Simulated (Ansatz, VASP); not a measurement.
**Two plane-wave programs on TaN**

Contents of INCAR:

```
SYSTEM = TaN
PREC = Accurate ; ENCUT = 700
EDIFF = 1E-6 ; ISMEAR = 0
SIGMA = 0.15 ; LREAL = .FALSE.
LASPH = .TRUE. ; NELM = 120
ALGO = Normal ; ISIF = 2
LWAVE = .FALSE. ; LCHARG = .FALSE.
GGA = PS ; NBANDS = 16
GGA_COMPAT = .FALSE.
```

KPOINTS

```
regular mesh
0
G
  18 18 16
  0 0 0
```

Contents of POSCAR:

```
TaN
1.0
    2.8509000000      0.0000000000      0.0000000000
   -1.4254500000      2.4689518237      0.0000000000
    0.0000000000      0.0000000000      2.9425000000
Ta N
1 1
Direct
    0.3333333333      0.6666666667      0.5000000000
    0.0000000000      0.0000000000      0.0000000000
```

Input for Ansatz:

```yaml
crystal:
  lattice:
    - [2.8509, 0.0, 0.0]
    - [-1.42545, 2.4689518237, 0.0]
    - [0.0, 0.0, 2.9425]
  atoms:
    - { symbol: Ta, position: [0.3333333333, 0.6666666667, 0.5] }
    - { symbol: "N", position: [0.0, 0.0, 0.0] }
basis:
  ecutwfc: 520.0
kpoints:
  mp_grid: { grid: [18, 18, 16] }
hamiltonian:
  xc: pbesol
scf:
  occupations: { method: gaussian, width: 0.15 }
output:
  forces: true
  stress: true
  eigenvalues: true
```

Alike in both runs: task single point; functional PBEsol; k mesh 18 × 18 × 16; occupations gaussian, width 0.15 eV; no spin polarisation.

|  | VASP | Ansatz |
| --- | --- | --- |
| version | VASP 6.6.1 | Ansatz 0.2.0 |
| potentials or method | VASP PAW PBE potentials, release 64 (Ta_sv_GW, N), cutoff 700 eV | scalar-relativistic, plane waves, PAW |
| valence electrons in the cell | 18 | 18 |

|  | VASP | Ansatz | Ansatz less VASP |
| --- | --- | --- | --- |
| gap on the k mesh at the Fermi level (eV) | none | none | - |
| pressure (GPa) | 9.0 | 9.0 | -0.04 |
| traceless stress, the component that is largest in VASP (GPa) | -21.70 | -21.88 | -0.174 |

VASP's potentials were made for PBE, not for PBEsol. A gap of «none» marks a metal or a gap that the smearing closes. The functional is the same, so the differences come from potentials, cutoffs and numerics.

Neither program's run includes spin-orbit coupling.
